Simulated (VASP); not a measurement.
# Si4O in VASP: further runs

Runs on Si4O. Level: PBE+D3(BJ). Tasks: single point.

Program: VASP 6.6.1. These are calculated values, not measurements. Logs are shortened: lines on timing, memory, paths and dates and some standing lists are left out, and cuts for length are marked.

### 1 The cell of the first run

The cell holds a slab with vacuum, 5 atoms: a = 3.833 Å, b = 3.833 Å, c = 21.203 Å, α = 90.00°, β = 90.00°, γ = 90.00°.

### 2 Single point, PBE+D3(BJ), collinear spin, ferromagnetic start

INCAR reads:

```
SYSTEM = Si4O
PREC = Accurate
ENCUT = 520
EDIFF = 1E-6
ISMEAR = 0
SIGMA = 0.05
LREAL = .False.
LASPH = .True.
NELM = 150
ALGO = Normal
ISIF = 2
LWAVE = .False.
LCHARG = .True.
ISPIN = 2
MAGMOM = 0 0 0 0 2
LORBIT = 11
LDIPOL = .True.
IDIPOL = 3
DIPOL = 0.5 0.5 0.326
GGA = PE
IVDW = 12
LELF = .True.
LVHAR = .True.
LVACPOTAV = .True.
NBANDS = 23
```

KPOINTS reads:

```
Automatic mesh
0
Gamma
  7 7 1
  0 0 0
```

POSCAR reads:

```
Si4O
1.0
    3.8333442603      0.0000000000      0.0000000000
    0.0000000000      3.8333442603      0.0000000000
    0.0000000000      0.0000000000     21.2034818054
Si O
4 1
Direct
    0.0000000000      0.5000000000      0.1886482624
    0.0000000000      0.0000000000      0.2525666261
    0.5000000000      0.0000000000      0.3191936744
    0.5000000000      0.5000000000      0.3821769405
    0.5000000000      1.0000000000      0.4859334849
```

Potentials or basis: VASP PAW PBE potentials, release 64 (Si, O).

The run is started by

```bash
$ cat potpaw_PBE.64/Si/POTCAR potpaw_PBE.64/O/POTCAR > POTCAR
$ mpirun -np 1 vasp_std > vasp.out
```

OUTCAR:

```text
SYSTEM = Si4O
   PREC = Accurate
   ENCUT = 520
   EDIFF = 1E-6
   ISMEAR = 0
   LREAL = .False.
   LASPH = .True.
   NELM = 150
   ISIF = 2
   ISPIN = 2
   LORBIT = 11
   GGA = PE
   IVDW = 12
 IVDW          = 12

 ion  position               nearest neighbor table
   1  0.000  0.500  0.189-   2 2.35   2 2.35
   2  0.000  0.000  0.253-   1 2.35   1 2.35   3 2.38   3 2.38
   3  0.500  0.000  0.319-   4 2.34   4 2.34   2 2.38   2 2.38
   4  0.500  0.500  0.382-   3 2.34   3 2.34
   5  0.500  0.000  0.486-

  LATTYP: Found a simple tetragonal cell.
 ALAT       =     3.8333442603
 C/A-ratio  =     5.5313273125

  Lattice vectors:

 A1 = (   3.8333442603,   0.0000000000,   0.0000000000)
 A2 = (   0.0000000000,   3.8333442603,   0.0000000000)
 A3 = (   0.0000000000,   0.0000000000,  21.2034818054)

Analysis of symmetry for initial positions (statically):
=====================================================================
 Subroutine PRICEL returns:
 Original cell was already a primitive cell.

 Routine SETGRP: Setting up the symmetry group for a
 simple tetragonal supercell.

 Subroutine GETGRP returns: Found  4 space group operations
 (whereof  4 operations were pure point group operations)
 out of a pool of 16 trial point group operations.

The static configuration has the point symmetry C_2v.

Analysis of symmetry for dynamics (positions and initial velocities):
=====================================================================
 Subroutine PRICEL returns:
 Original cell was already a primitive cell.

 Routine SETGRP: Setting up the symmetry group for a
 simple tetragonal supercell.

 Subroutine GETGRP returns: Found  4 space group operations
 (whereof  4 operations were pure point group operations)
 out of a pool of 16 trial point group operations.

The dynamic configuration has the point symmetry C_2v.

Analysis of structural, dynamic, and magnetic symmetry:
=====================================================================
 Subroutine PRICEL returns:
 Original cell was already a primitive cell.

 Routine SETGRP: Setting up the symmetry group for a
 simple tetragonal supercell.

 Subroutine GETGRP returns: Found  4 space group operations
 (whereof  4 operations were pure point group operations)
 out of a pool of 16 trial point group operations.

The overall configuration has the point symmetry C_2v.

 Subroutine INISYM returns: Found  4 space group operations
 (whereof  4 operations are pure point group operations),
 and found     1 'primitive' translations

----------------------------------------------------------------------------------------

                                     Primitive cell

  volume of cell :     311.5752

  direct lattice vectors                    reciprocal lattice vectors
     3.833344260  0.000000000  0.000000000     0.260868822  0.000000000  0.000000000
     0.000000000  3.833344260  0.000000000     0.000000000  0.260868822  0.000000000
     0.000000000  0.000000000 21.203481805     0.000000000  0.000000000  0.047162066

  length of vectors
     3.833344260  3.833344260 21.203481805     0.260868822  0.260868822  0.047162066

  position of ions in fractional coordinates (direct lattice)
     0.000000000  0.500000000  0.188648262
     0.000000000  0.000000000  0.252566626
     0.500000000  0.000000000  0.319193674
     0.500000000  0.500000000  0.382176941
     0.500000000  0.000000000  0.485933485

  ion indices of the primitive-cell ions
   primitive index   ion index
                 1           1
                 2           2
                 3           3
                 4           4
                 5           5

----------------------------------------------------------------------------------------

 KPOINTS: Automatic mesh

Automatic generation of k-mesh.
 Grid dimensions read from file:
 generate k-points for:    7    7    1

 Generating k-lattice:

  Cartesian coordinates                     Fractional coordinates (reciprocal lattice)
     0.037266975  0.000000000  0.000000000     0.142857143  0.000000000  0.000000000
     0.000000000  0.037266975  0.000000000     0.000000000  0.142857143  0.000000000
     0.000000000  0.000000000  0.047162066     0.000000000  0.000000000  1.000000000

  Length of vectors
     0.037266975  0.037266975  0.047162066

  Shift w.r.t. Gamma in fractional coordinates (k-lattice)
     0.000000000  0.000000000  0.000000000

 Subroutine IBZKPT returns following result:
 ===========================================

 Found     16 irreducible k-points:

 Following reciprocal coordinates:
            Coordinates               Weight
  0.000000  0.000000  0.000000      1.000000
  0.142857  0.000000  0.000000      2.000000
  0.000000  0.142857  0.000000      2.000000
  0.285714  0.000000  0.000000      2.000000
  0.000000  0.285714  0.000000      2.000000
  0.428571  0.000000  0.000000      2.000000
[... 8 lines left out ...]
 -0.285714  0.428571  0.000000      4.000000
  0.428571  0.428571  0.000000      4.000000
   k-points           NKPTS =     16   k-points in BZ     NKDIM =     16   number of bands    NBANDS=     23
   number of dos      NEDOS =    301   number of ions     NIONS =      5
   total plane-waves  NPLWV = 144000
   dimension x,y,z NGX =    30 NGY =   30 NGZ =  160
   dimension x,y,z NGXF=    60 NGYF=   60 NGZF=  320
   ions per type =               4   1
   NGX,Y,Z   is equivalent  to a cutoff of  13.01, 13.01, 12.54 a.u.
   NGXF,Y,Z  is equivalent  to a cutoff of  26.02, 26.02, 25.09 a.u.
 SYSTEM =  Si4O
   PREC   = accura    normal or accurate (medium, high low for compatibility)
   ISTART =      0    job   : 0-new  1-cont  2-samecut
   ICHARG =      2    charge: 1-file 2-atom 10-const
   ISPIN  =      2    spin polarized calculation?
   LNONCOLLINEAR =      F non collinear calculations
   LSORBIT =      F    spin-orbit coupling
   LASPH  =      T    aspherical Exc in radial PAW
   ENCUT  =  520.0 eV  38.22 Ry    6.18 a.u.   7.13  7.13 39.42*2*pi/ulx,y,z
   NELM   =    150;   NELMIN=  2; NELMDL= -5     # of ELM steps
   EDIFF  = 0.1E-05   stopping-criterion for ELM
   LREAL  =      F    real-space projection
   EDIFFG = 0.1E-04   stopping-criterion for IOM
   NSW    =      0    number of steps for IOM
   IBRION =     -1    ionic relax: 0-MD 1-quasi-New 2-CG
   NFREE  =      0    steps in history (QN), initial steepest desc. (CG)
   ISIF   =      2    stress and relaxation
   ISYM   =      2    0-nonsym 1-usesym 2-fastsym
   POTIM  = 0.5000    time-step for ionic-motion
   TEBEG  =    0.0;   TEEND  =   0.0 temperature during run
   PSTRESS=    0.0 pullay stress
   NELECT =      22.0000    total number of electrons
   NUPDOWN=      -1.0000    fix difference up-down
   EMIN   =  10.00;   EMAX   =-10.00  energy-range for DOS
   EFERMI =   0.00;   METHOD = LEGACY
   ISMEAR =     0;   SIGMA  =   0.05  broadening in eV -4-tet -1-fermi 0-gaus
   EFERMI_NEDOS =   21; number of points for ismear=-14 and -15
   IALGO  =     38    algorithm
   IMIX   =      4    mixing-type and parameters
     AMIX     =   0.40;   BMIX     =  1.00
     AMIX_MAG =   1.60;   BMIX_MAG =  1.00
  volume/ion in A,a.u.               =      62.32       420.52
  Fermi-wavevector in a.u.,A,eV,Ry     =   0.676646  1.278675  6.229423  0.457850
  Thomas-Fermi vector in A             =   1.754020
   LORBIT       =     11    0 simple, 1 ext, 2 COOP (PROOUT), +10 PAW based schemes
   GGA     = PE    functional components
   LHFCALC =     F    Hartree Fock is set to
   AEXX    =    0.0000 exact exchange contribution
   IVDW    =    12    specifies the selected vdW correction
   LEPSILON=     F    determine dielectric tensor
   LRPA    =     F    only Hartree local field effects (RPA)
 spin polarized calculation
 Gauss-broadening in eV      SIGMA  =   0.05
  energy-cutoff  :      520.00
  volume of cell :      311.58
 maximum number of plane-waves:      8422
 NGX is ok and might be reduce to    30
   NGX = 15   NGY = 15   NGZ = 79

 dipolmoment           0.000000      0.000000     -0.016723 electrons x Angstroem

 number of electron      22.0000007 magnetization       1.3098105

 dipolmoment           0.000000      0.000000      0.197572 electrons x Angstroem

 Free energy of the ion-electron system (eV)
  ---------------------------------------------------
  ext. energy  EPLUGINS =         0.00000000
  ---------------------------------------------------
  free energy    TOTEN  =       -20.79665488 eV

  energy without entropy =      -20.79373787  energy(sigma->0) =      -20.79519637

 E-fermi :  -3.0639     XC(G=0):  -3.7409

 val. band max:       -3.0708278031   @ k =   0.0000   0.2857   0.0000
 cond. band min:      -3.0563220826   @ k =   0.2857   0.0000   0.0000
 fundamental gap:      0.0145057205
 Fermi energy:        -3.0639218476

 spin component 1

 k-point     1 :       0.0000    0.0000    0.0000
  band No.  band energies     occupation
      1     -20.1912      1.00000
      2     -14.0677      1.00000
      3     -11.8999      1.00000
      4      -8.5768      1.00000
      5      -5.9933      1.00000
      6      -5.3445      1.00000
[... 15 lines left out ...]
     22       3.7772      0.00000
     23       4.4381      0.00000

 k-point     2 :       0.1429    0.0000    0.0000
  band No.  band energies     occupation
      1     -20.1859      1.00000
      2     -13.9066      1.00000
      3     -11.8508      1.00000
      4      -8.4858      1.00000
      5      -6.1966      1.00000
      6      -6.0096      1.00000
[... 15 lines left out ...]
     22       3.7952      0.00000
     23       4.0075      0.00000
[... 336 lines left out ...]
     22       4.7003      0.00000
     23       5.4379      0.00000

 k-point    16 :       0.4286    0.4286    0.0000
  band No.  band energies     occupation
      1     -20.1343      1.00000
      2     -11.3172      1.00000
      3     -10.4943      1.00000
      4      -9.7256      1.00000
      5      -9.2703      1.00000
      6      -6.4113      1.00000
[... 15 lines left out ...]
     22       5.6273      0.00000
     23       6.0098      0.00000
 Fermi energy:        -3.0639218476

 spin component 2

 k-point     1 :       0.0000    0.0000    0.0000
  band No.  band energies     occupation
      1     -17.7788      1.00000
      2     -14.0846      1.00000
      3     -11.9188      1.00000
      4      -8.5907      1.00000
      5      -5.1755      1.00000
      6      -4.9018      1.00000
[... 15 lines left out ...]
     22       3.9425      0.00000
     23       4.3841      0.00000

 k-point     2 :       0.1429    0.0000    0.0000
  band No.  band energies     occupation
      1     -17.7720      1.00000
      2     -13.9241      1.00000
      3     -11.8703      1.00000
      4      -8.4998      1.00000
      5      -6.1501      1.00000
      6      -5.0641      1.00000
[... 15 lines left out ...]
     22       3.7699      0.00000
     23       4.0773      0.00000
[... 336 lines left out ...]
     22       4.6955      0.00000
     23       5.4376      0.00000

 k-point    16 :       0.4286    0.4286    0.0000
  band No.  band energies     occupation
      1     -17.6961      1.00000
      2     -11.3326      1.00000
      3     -10.5187      1.00000
      4      -9.7831      1.00000
      5      -9.2749      1.00000
      6      -6.3598      1.00000
[... 15 lines left out ...]
     22       5.6133      0.00000
     23       6.0050      0.00000

------------------------ aborting loop because EDIFF is reached ----------------------------------------

 Edisp (eV)   -1.00062

 E8    (eV) :    -0.4259

  FORCE on cell =-STRESS in cart. coord.  units (eV):
  Direction    XX          YY          ZZ          XY          YZ          ZX
  --------------------------------------------------------------------------------------
  -------------------------------------------------------------------------------------
  Total      -4.16621    -2.62103    -3.85732     0.00000     0.00000     0.00000
  in kB     -21.42341   -13.47785   -19.83503     0.00000     0.00000     0.00000
  external pressure =      -18.25 kB  Pullay stress =        0.00 kB

 VOLUME and BASIS-vectors are now :
 -----------------------------------------------------------------------------
  energy-cutoff  :      520.00
  volume of cell :      311.58
      direct lattice vectors                 reciprocal lattice vectors
     3.833344260  0.000000000  0.000000000     0.260868822  0.000000000  0.000000000
     0.000000000  3.833344260  0.000000000     0.000000000  0.260868822  0.000000000
     0.000000000  0.000000000 21.203481805     0.000000000  0.000000000  0.047162066

 POSITION                                       TOTAL-FORCE (eV/Angst)
 -----------------------------------------------------------------------------------
      0.00000      1.91667      4.00000         0.000000      0.000000      0.042059
      0.00000      0.00000      5.35529         0.000000      0.000000      0.104517
      1.91667      0.00000      6.76802         0.000000      0.000000      0.103113
      1.91667      1.91667      8.10348         0.000000      0.000000      1.219975
      1.91667      0.00000     10.30348         0.000000      0.000000     -1.469664
 -----------------------------------------------------------------------------------
    total drift:                                0.000000     -0.000000     -0.000029

  FREE ENERGIE OF THE ION-ELECTRON SYSTEM (eV)
  ---------------------------------------------------
  free  energy   TOTEN  =       -21.7972716355 eV

  energy  without entropy=      -21.7943546263  energy(sigma->0) =      -21.79581313

 vacuum level on the upper side and lower side of the slab         4.661         2.228

 total charge

# of ion       s       p       d       tot
------------------------------------------
    1        0.865   0.720   0.000   1.586
    2        0.775   0.892   0.000   1.668
    3        0.782   0.885   0.000   1.667
    4        0.845   0.678   0.000   1.523
    5        1.617   2.989   0.000   4.606
--------------------------------------------------
tot          4.885   6.164   0.000  11.049

 magnetization (x)

# of ion       s       p       d       tot
------------------------------------------
    1        0.003   0.013   0.000   0.016
    2       -0.000  -0.007   0.000  -0.008
    3        0.001   0.001   0.000   0.002
    4        0.002  -0.050   0.000  -0.048
    5        0.012   1.110   0.000   1.122
--------------------------------------------------
tot          0.017   1.067   0.000   1.084
```

Run time: 7.2 min. Hardware: 1 thread of AMD EPYC 9R45 (Zen 5), shared host; peak memory 0.57 GiB.

What came out:

```
Free energy                                           : -21.7973 eV
Largest force                                         : 1.470 eV/Å
Net moment                                            : 1.31 μB per cell
Site moments                                          : Si +0.02, -0.01, +0.00, -0.05; O +1.12 μB
Valence electrons inside the program's atomic spheres : Si 1.59, 1.67, 1.52 (each value once); O 4.61
Dispersion energy per atom                            : -0.200 eV
```

Forces in eV/Å, atoms in the order of the input:
```
Si   0.000  0.000  0.042
Si   0.000  0.000  0.105
Si   0.000  0.000  0.103
Si   0.000  0.000  1.220
O    0.000  0.000 -1.470
```

Levels at points of the mesh, in eV from the Fermi level:
Spin up:
| k point | band 8 | band 9 | band 10 | band 11 | band 12 | band 13 | band 14 | band 15 |
| --- | --- | --- | --- | --- | --- | --- | --- | --- |
| (0.00, 0.00, 0.00) | -1.81 | -1.56 | -1.16 | -0.61 | 0.71 | 1.25 | 1.74 | 1.90 |
Spin down:
| k point | band 8 | band 9 | band 10 | band 11 | band 12 | band 13 |
| --- | --- | --- | --- | --- | --- | --- |
| (0.00, 0.00, 0.00) | -0.79 | -0.34 | -0.12 | 0.77 | 0.85 | 1.37 |

(Continued in part 2 of 2.)
